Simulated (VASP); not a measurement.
# RbCl (Fm-3m) in VASP: a series of runs

RbCl is run at these levels: r2SCAN; tasks: single point.

Everything below comes from runs of VASP 6.6.1. Logs are shortened: lines on timing, memory, paths and dates and some standing lists are left out, and cuts for length are marked.

### Step 1. The cell of the first run

It takes space group Fm-3m (No. 225, cubic). The conventional cell has a = 6.545 Å, b = 6.545 Å, c = 6.545 Å, α = 90.00°, β = 90.00°, γ = 90.00°. Rb (site symmetry m-3m) has 6 Cl at 3.27 Å within 4.3 Å. Within 4.3 Å of Cl (site symmetry m-3m) lie 6 Rb at 3.27 Å.

### Step 2. Single point, r2SCAN (volume changed by -3%)

Input file POSCAR:

```
RbCl
1.0
    0.0000000000      3.2723329797      3.2723329797
    3.2723329797      0.0000000000      3.2723329797
    3.2723329797      3.2723329797      0.0000000000
Rb Cl
1 1
Direct
    0.0000000000      0.0000000000      0.0000000000
    0.5000000000      0.5000000000      0.5000000000
```

Input file INCAR.step1:

```
SYSTEM = RbCl
ALGO = Normal
EDIFF = 1E-5
ENCUT = 550
GGA = PE
GGA_COMPAT = .False.
ISMEAR = 0
LASPH = .True.
LCHARG = .False.
LREAL = .False.
LWAVE = .True.
NBANDS = 15
NELM = 120
PREC = Accurate
SIGMA = 0.01
```

Input file INCAR.step2:

```
SYSTEM = RbCl
ALGO = Normal
EDIFF = 1E-6
ENCUT = 550
GGA_COMPAT = .False.
ISIF = 2
ISMEAR = 0
ISTART = 1
LASPH = .True.
LCHARG = .True.
LELF = .True.
LMIXTAU = .True.
LREAL = .False.
LVHAR = .True.
LWAVE = .False.
METAGGA = R2SCAN
NBANDS = 15
NELM = 120
PREC = Accurate
SIGMA = 0.01
```

Input file KPOINTS:

```
k-points
0
Gamma
  6 6 6
  0 0 0
```

Potentials or basis: VASP PAW PBE potentials, release 64 (Rb_sv, Cl).

On the command line:

```console
$ cat potpaw_PBE.64/Rb_sv/POTCAR potpaw_PBE.64/Cl/POTCAR > POTCAR
$ cp INCAR.step1 INCAR
$ mpirun -np 1 vasp_std > vasp.out
$ cp INCAR.step2 INCAR
$ mpirun -np 1 vasp_std > vasp.out
```

OUTCAR:

```text
SYSTEM = RbCl
   EDIFF = 1E-6
   ENCUT = 550
   ISIF = 2
   ISMEAR = 0
   ISTART = 1
   LASPH = .True.
   LREAL = .False.
   METAGGA = R2SCAN
   NELM = 120
   PREC = Accurate

 ion  position               nearest neighbor table
   1  0.000  0.000  0.000-   2 3.27   2 3.27   2 3.27   2 3.27   2 3.27   2 3.27
   2  0.500  0.500  0.500-   1 3.27   1 3.27   1 3.27   1 3.27   1 3.27   1 3.27

  LATTYP: Found a face centered cubic cell.
 ALAT       =     6.5446659594

  Lattice vectors:

 A1 = (   0.0000000000,   3.2723329797,   3.2723329797)
 A2 = (   3.2723329797,   0.0000000000,   3.2723329797)
 A3 = (   3.2723329797,   3.2723329797,   0.0000000000)

Analysis of symmetry for initial positions (statically):
=====================================================================
 Subroutine PRICEL returns:
 Original cell was already a primitive cell.

 Routine SETGRP: Setting up the symmetry group for a
 face centered cubic supercell.

 Subroutine GETGRP returns: Found 48 space group operations
 (whereof 48 operations were pure point group operations)
 out of a pool of 48 trial point group operations.

The static configuration has the point symmetry O_h .

Analysis of symmetry for dynamics (positions and initial velocities):
=====================================================================
 Subroutine PRICEL returns:
 Original cell was already a primitive cell.

 Routine SETGRP: Setting up the symmetry group for a
 face centered cubic supercell.

 Subroutine GETGRP returns: Found 48 space group operations
 (whereof 48 operations were pure point group operations)
 out of a pool of 48 trial point group operations.

The dynamic configuration has the point symmetry O_h .

 Subroutine INISYM returns: Found 48 space group operations
 (whereof 48 operations are pure point group operations),
 and found     1 'primitive' translations

----------------------------------------------------------------------------------------

                                     Primitive cell

  volume of cell :      70.0814

  direct lattice vectors                    reciprocal lattice vectors
     0.000000000  3.272332980  3.272332980    -0.152796186  0.152796186  0.152796186
     3.272332980  0.000000000  3.272332980     0.152796186 -0.152796186  0.152796186
     3.272332980  3.272332980  0.000000000     0.152796186  0.152796186 -0.152796186

  length of vectors
     4.627777680  4.627777680  4.627777680     0.264650758  0.264650758  0.264650758

  position of ions in fractional coordinates (direct lattice)
     0.000000000  0.000000000  0.000000000
     0.500000000  0.500000000  0.500000000

  ion indices of the primitive-cell ions
   primitive index   ion index
                 1           1
                 2           2

----------------------------------------------------------------------------------------

 KPOINTS: k-points

Automatic generation of k-mesh.
 Grid dimensions read from file:
 generate k-points for:    6    6    6

 Generating k-lattice:

  Cartesian coordinates                     Fractional coordinates (reciprocal lattice)
    -0.025466031  0.025466031  0.025466031     0.166666667  0.000000000  0.000000000
     0.025466031 -0.025466031  0.025466031     0.000000000  0.166666667  0.000000000
     0.025466031  0.025466031 -0.025466031     0.000000000  0.000000000  0.166666667

  Length of vectors
     0.044108460  0.044108460  0.044108460

  Shift w.r.t. Gamma in fractional coordinates (k-lattice)
     0.000000000  0.000000000  0.000000000

 Subroutine IBZKPT returns following result:
 ===========================================

 Found     16 irreducible k-points:

 Following reciprocal coordinates:
            Coordinates               Weight
  0.000000  0.000000  0.000000      1.000000
  0.166667  0.000000  0.000000      8.000000
  0.333333  0.000000  0.000000      8.000000
  0.500000  0.000000  0.000000      4.000000
  0.166667  0.166667  0.000000      6.000000
  0.333333  0.166667  0.000000     24.000000
[... 8 lines left out ...]
 -0.333333  0.333333  0.166667     24.000000
 -0.333333  0.500000  0.166667     12.000000
   k-points           NKPTS =     16   k-points in BZ     NKDIM =     16   number of bands    NBANDS=     15
   number of dos      NEDOS =    301   number of ions     NIONS =      2
   total plane-waves  NPLWV =  46656
   dimension x,y,z NGX =    36 NGY =   36 NGZ =   36
   dimension x,y,z NGXF=    72 NGYF=   72 NGZF=   72
   ions per type =               1   1
   NGX,Y,Z   is equivalent  to a cutoff of  12.93, 12.93, 12.93 a.u.
   NGXF,Y,Z  is equivalent  to a cutoff of  25.86, 25.86, 25.86 a.u.
 SYSTEM =  RbCl
   PREC   = accura    normal or accurate (medium, high low for compatibility)
   ISTART =      1    job   : 0-new  1-cont  2-samecut
   ICHARG =      0    charge: 1-file 2-atom 10-const
   ISPIN  =      1    spin polarized calculation?
   LNONCOLLINEAR =      F non collinear calculations
   LSORBIT =      F    spin-orbit coupling
   LASPH  =      T    aspherical Exc in radial PAW
   ENCUT  =  550.0 eV  40.42 Ry    6.36 a.u.   8.85  8.85  8.85*2*pi/ulx,y,z
   NELM   =    120;   NELMIN=  2; NELMDL=  0     # of ELM steps
   EDIFF  = 0.1E-05   stopping-criterion for ELM
   LREAL  =      F    real-space projection
   EDIFFG = 0.1E-04   stopping-criterion for IOM
   NSW    =      0    number of steps for IOM
   IBRION =     -1    ionic relax: 0-MD 1-quasi-New 2-CG
   NFREE  =      0    steps in history (QN), initial steepest desc. (CG)
   ISIF   =      2    stress and relaxation
   ISYM   =      2    0-nonsym 1-usesym 2-fastsym
   POTIM  = 0.5000    time-step for ionic-motion
   TEBEG  =    0.0;   TEEND  =   0.0 temperature during run
   PSTRESS=    0.0 pullay stress
   NELECT =      16.0000    total number of electrons
   NUPDOWN=      -1.0000    fix difference up-down
   EMIN   =  10.00;   EMAX   =-10.00  energy-range for DOS
   EFERMI =   0.00;   METHOD = LEGACY
   ISMEAR =     0;   SIGMA  =   0.01  broadening in eV -4-tet -1-fermi 0-gaus
   EFERMI_NEDOS =   21; number of points for ismear=-14 and -15
   IALGO  =     38    algorithm
   IMIX   =      4    mixing-type and parameters
     AMIX     =   0.40;   BMIX     =  1.00
     AMIX_MAG =   1.60;   BMIX_MAG =  1.00
  volume/ion in A,a.u.               =      35.04       236.47
  Fermi-wavevector in a.u.,A,eV,Ry     =   1.000570  1.890803 13.621332  1.001140
  Thomas-Fermi vector in A             =   2.132935
   LORBIT       =      0    0 simple, 1 ext, 2 COOP (PROOUT), +10 PAW based schemes
   METAGGA = R2SCAN    functional components
   LHFCALC =     F    Hartree Fock is set to
   AEXX    =    0.0000 exact exchange contribution
   IVDW    =     0    specifies the selected vdW correction
   LEPSILON=     F    determine dielectric tensor
   LRPA    =     F    only Hartree local field effects (RPA)
 non-spin polarized calculation
 Gauss-broadening in eV      SIGMA  =   0.01
  energy-cutoff  :      550.00
  volume of cell :       70.08
 maximum number of plane-waves:      2085
   NGX = 17   NGY = 17   NGZ = 17

 number of electron      16.0000001 magnetization

 Free energy of the ion-electron system (eV)
  ---------------------------------------------------
  ext. energy  EPLUGINS =         0.00000000
  ---------------------------------------------------
  free energy    TOTEN  =       -24.38122949 eV

  energy without entropy =      -24.38122949  energy(sigma->0) =      -24.38122949

 E-fermi :  -2.1863     XC(G=0):  -7.8541

 val. band max:       -2.2340190311   @ k =   0.0000   0.0000   0.0000
 cond. band min:       3.4217843849   @ k =   0.0000   0.0000   0.0000
 fundamental gap:      5.6558034159
 Fermi energy:        -2.1862671239

 k-point     1 :       0.0000    0.0000    0.0000
  band No.  band energies     occupation
      1     -26.8317      2.00000
      2     -14.7957      2.00000
      3     -10.3344      2.00000
      4     -10.3344      2.00000
      5     -10.3344      2.00000
      6      -2.2340      2.00000
      7      -2.2340      2.00000
      8      -2.2340      2.00000
      9       3.4218      0.00000
     10       6.3885      0.00000
     11       6.3885      0.00000
     12       6.3885      0.00000
     13       7.5729      0.00000
     14       7.5729      0.00000
     15      10.2210      0.00000

 k-point     2 :       0.1667    0.0000    0.0000
  band No.  band energies     occupation
      1     -26.8272      2.00000
      2     -14.8122      2.00000
      3     -10.3371      2.00000
      4     -10.3371      2.00000
      5     -10.3262      2.00000
      6      -2.4887      2.00000
      7      -2.3256      2.00000
      8      -2.3256      2.00000
      9       4.0486      0.00000
     10       6.1584      0.00000
     11       6.7531      0.00000
     12       6.7531      0.00000
     13       8.0030      0.00000
     14       8.0030      0.00000
     15      11.3892      0.00000

 k-point     3 :       0.3333    0.0000    0.0000
  band No.  band energies     occupation
      1     -26.8182      2.00000
      2     -14.8448      2.00000
      3     -10.3424      2.00000
      4     -10.3424      2.00000
      5     -10.3102      2.00000
      6      -2.9182      2.00000
      7      -2.4991      2.00000
      8      -2.4991      2.00000
      9       5.3702      0.00000
     10       6.1272      0.00000
     11       7.7664      0.00000
     12       7.7664      0.00000
     13       9.0866      0.00000
     14       9.0866      0.00000
     15      11.5997      0.00000

 k-point     4 :       0.5000    0.0000    0.0000
  band No.  band energies     occupation
      1     -26.8137      2.00000
      2     -14.8610      2.00000
      3     -10.3450      2.00000
      4     -10.3450      2.00000
      5     -10.3024      2.00000
      6      -3.1058      2.00000
      7      -2.5816      2.00000
      8      -2.5816      2.00000
      9       6.0440      0.00000
     10       6.3618      0.00000
     11       8.7328      0.00000
     12       8.7328      0.00000
     13       9.9086      0.00000
     14       9.9086      0.00000
     15      10.9317      0.00000
[... 163 lines left out ...]
 k-point    14 :       0.5000    0.3333    0.1667
  band No.  band energies     occupation
      1     -26.8127      2.00000
      2     -14.8082      2.00000
      3     -10.4526      2.00000
      4     -10.4241      2.00000
      5     -10.3375      2.00000
      6      -2.8121      2.00000
      7      -2.5229      2.00000
      8      -2.3929      2.00000
      9       5.4194      0.00000
     10       5.9861      0.00000
     11       8.2154      0.00000
     12       8.7848      0.00000
     13       9.1715      0.00000
     14       9.5067      0.00000
     15      10.4942      0.00000

 k-point    15 :      -0.3333    0.3333    0.1667
  band No.  band energies     occupation
      1     -26.8098      2.00000
      2     -14.8018      2.00000
      3     -10.4814      2.00000
      4     -10.4737      2.00000
      5     -10.3213      2.00000
      6      -2.7817      2.00000
      7      -2.5080      2.00000
      8      -2.5005      2.00000
      9       5.9921      0.00000
     10       6.0743      0.00000
     11       8.2091      0.00000
     12       8.3758      0.00000
     13       9.6282      0.00000
     14      10.3976      0.00000
     15      10.6854      0.00000

 k-point    16 :      -0.3333    0.5000    0.1667
  band No.  band energies     occupation
      1     -26.8086      2.00000
      2     -14.7730      2.00000
      3     -10.5666      2.00000
      4     -10.4833      2.00000
      5     -10.3499      2.00000
      6      -2.5972      2.00000
      7      -2.5215      2.00000
      8      -2.4128      2.00000
      9       5.1473      0.00000
     10       6.8839      0.00000
     11       7.5190      0.00000
     12       8.6056      0.00000
     13       9.5875      0.00000
     14      10.4050      0.00000
     15      10.9098      0.00000

------------------------ aborting loop because EDIFF is reached ----------------------------------------

  FORCE on cell =-STRESS in cart. coord.  units (eV):
  Direction    XX          YY          ZZ          XY          YZ          ZX
  --------------------------------------------------------------------------------------
  -------------------------------------------------------------------------------------
  Total        0.2588335      0.2588335      0.2588335      0.0000000      0.0000000     -0.0000000
  in kB        5.9173675      5.9173675      5.9173675      0.0000000      0.0000000     -0.0000000
  external PRESSURE =       5.9173675 kB  Pullay stress =       0.0000000 kB

 VOLUME and BASIS-vectors are now :
 -----------------------------------------------------------------------------
  energy-cutoff  :      550.00
  volume of cell :       70.08
      direct lattice vectors                 reciprocal lattice vectors
     0.000000000  3.272332980  3.272332980    -0.152796186  0.152796186  0.152796186
     3.272332980  0.000000000  3.272332980     0.152796186 -0.152796186  0.152796186
     3.272332980  3.272332980  0.000000000     0.152796186  0.152796186 -0.152796186

 POSITION                                       TOTAL-FORCE (eV/Angst)
 -----------------------------------------------------------------------------------
      0.00000      0.00000      0.00000        -0.000000     -0.000000      0.000000
      3.27233      3.27233      3.27233         0.000000      0.000000     -0.000000
 -----------------------------------------------------------------------------------
    total drift:                                0.000000      0.000000      0.000000

  FREE ENERGIE OF THE ION-ELECTRON SYSTEM (eV)
  ---------------------------------------------------
  free  energy   TOTEN  =       -24.3812294939 eV

  energy  without entropy=      -24.3812294939  energy(sigma->0) =      -24.38122949
```

It took 78 s on 1 thread of Intel Xeon Platinum 8259CL at 2.50GHz (Skylake/Cascade Lake), shared host; peak memory 0.22 GiB.

What came out:

* Free energy: -24.3812 eV
* Pressure: 0.6 GPa
* Band gap on the k mesh: 5.66 eV, direct

Caveat: the cell differs from its parent crystal (volume changed by -3%); the PAW data sets were made with another functional, which shifts forces and pressure a little.

### Step 3. Single point, r2SCAN

This run uses another cell than the first one, of 36.12 Å³/atom, 1.031 times its volume.

Input file POSCAR:

```
RbCl
1.0
    0.0000000000      3.3057264390      3.3057264390
    3.3057264390      0.0000000000      3.3057264390
    3.3057264390      3.3057264390      0.0000000000
Rb Cl
1 1
Direct
    0.0000000000      0.0000000000      0.0000000000
    0.5000000000      0.5000000000      0.5000000000
```

Input file INCAR.step1:

```
SYSTEM = RbCl
  ALGO = Normal
  EDIFF = 1E-5
  ENCUT = 550
  GGA = PE
  GGA_COMPAT = .FALSE.
  ISMEAR = 0
  LASPH = .TRUE.
  LCHARG = .FALSE.
  LREAL = .FALSE.
  LWAVE = .TRUE.
  NBANDS = 15
  NELM = 120
  PREC = Accurate
  SIGMA = 0.01
```

Input file INCAR.step2:

```
SYSTEM = RbCl
  ALGO = Normal
  EDIFF = 1E-6
  ENCUT = 550
  GGA_COMPAT = .FALSE.
  ISIF = 2
  ISMEAR = 0
  ISTART = 1
  LASPH = .TRUE.
  LCHARG = .FALSE.
  LMIXTAU = .TRUE.
  LREAL = .FALSE.
  LWAVE = .FALSE.
  METAGGA = R2SCAN
  NBANDS = 15
  NELM = 120
  PREC = Accurate
  SIGMA = 0.01
```

Input file KPOINTS:

```
k-points
0
G
  6 6 6
  0 0 0
```

Potentials or basis: VASP PAW PBE potentials, release 64 (Rb_sv, Cl).

On the command line:

```console
$ cat potpaw_PBE.64/Rb_sv/POTCAR potpaw_PBE.64/Cl/POTCAR > POTCAR
$ cp INCAR.step1 INCAR
$ mpirun -np 1 vasp_std > vasp.out
$ cp INCAR.step2 INCAR
$ mpirun -np 1 vasp_std > vasp.out
```

Run time: 84 s. Hardware: 1 thread of Intel Xeon Platinum 8259CL at 2.50GHz (Skylake/Cascade Lake), shared host; peak memory 0.21 GiB.

Results (log left out):

```
Free energy            : -24.3856 eV
Pressure               : 0.0 GPa
Band gap on the k mesh : 5.56 eV, direct
```

Levels at points of the mesh, in eV from the valence-band top:
```
           k point  band 6  band 7  band 8  band 9  band 10  band 11
(0.00, 0.00, 0.00)    0.00    0.00    0.00    5.56     8.61     8.61
(0.50, 0.00, 0.00)   -0.83   -0.32   -0.32    8.18     8.49    10.86
(0.50, 0.50, 0.00)   -0.33   -0.10   -0.10    6.67     8.85    10.14
```

Caveat: the PAW data sets were made with another functional, which shifts forces and pressure a little. r2SCAN opens gaps a little over a GGA but as a rule still falls short of measured ones.

### Step 4. Single point, r2SCAN

This run uses another cell than the first one, of 36.12 Å³/atom, 1.031 times its volume.

POSCAR is that of step 3.

Input file INCAR.step1:

```
  PREC = Accurate
  ENCUT = 550
  ISMEAR = 0
  SIGMA = 0.01
  LREAL = F
  LASPH = T
  NELM = 120
  NBANDS = 15
  GGA = PE
  ALGO = Normal
  EDIFF = 1E-5
  LWAVE = T
  LCHARG = F
  GGA_COMPAT = F
```

Input file INCAR.step2:

```
  PREC = Accurate
  ENCUT = 550
  EDIFF = 1E-6
  ISMEAR = 0
  SIGMA = 0.01
  LREAL = F
  LASPH = T
  NELM = 120
  ALGO = Normal
  ISIF = 2
  LWAVE = F
  LCHARG = F
  METAGGA = R2SCAN
  LMIXTAU = T
  NBANDS = 15
  ISTART = 1
  GGA_COMPAT = F
```

Input file KPOINTS:

```
Automatic mesh
0
Gamma
  6 6 6
```

On the command line:

```console
$ cat potpaw_PBE.64/Rb_sv/POTCAR potpaw_PBE.64/Cl/POTCAR > POTCAR
$ cp INCAR.step1 INCAR
$ mpirun -np 1 vasp_std > vasp.out
$ cp INCAR.step2 INCAR
$ mpirun -np 1 vasp_std > vasp.out
```

It took 79 s on 1 thread of Intel Xeon Platinum 8259CL at 2.50GHz (Skylake/Cascade Lake), shared host; peak memory 0.21 GiB.

It converged, with:

```
Free energy            : -24.3856 eV
Pressure               : 0.0 GPa
Band gap on the k mesh : 5.56 eV, direct
```

Levels at points of the mesh, in eV from the valence-band top:
| k point | band 5 | band 6 | band 7 | band 8 | band 9 | band 10 | band 11 | band 12 |
| --- | --- | --- | --- | --- | --- | --- | --- | --- |
| (0.00, 0.00, 0.00) | -8.17 | 0.00 | 0.00 | 0.00 | 5.56 | 8.61 | 8.61 | 8.61 |
| (0.50, 0.00, 0.00) | -8.15 | -0.83 | -0.32 | -0.32 | 8.18 | 8.49 | 10.86 | 10.86 |
| (0.50, 0.50, 0.00) | -8.27 | -0.33 | -0.10 | -0.10 | 6.67 | 8.85 | 10.14 | 10.92 |

Caveat: the PAW data sets were made with another functional, which shifts forces and pressure a little. r2SCAN opens gaps a little over a GGA but as a rule still falls short of measured ones.

(Continued in part 2 of 2.)
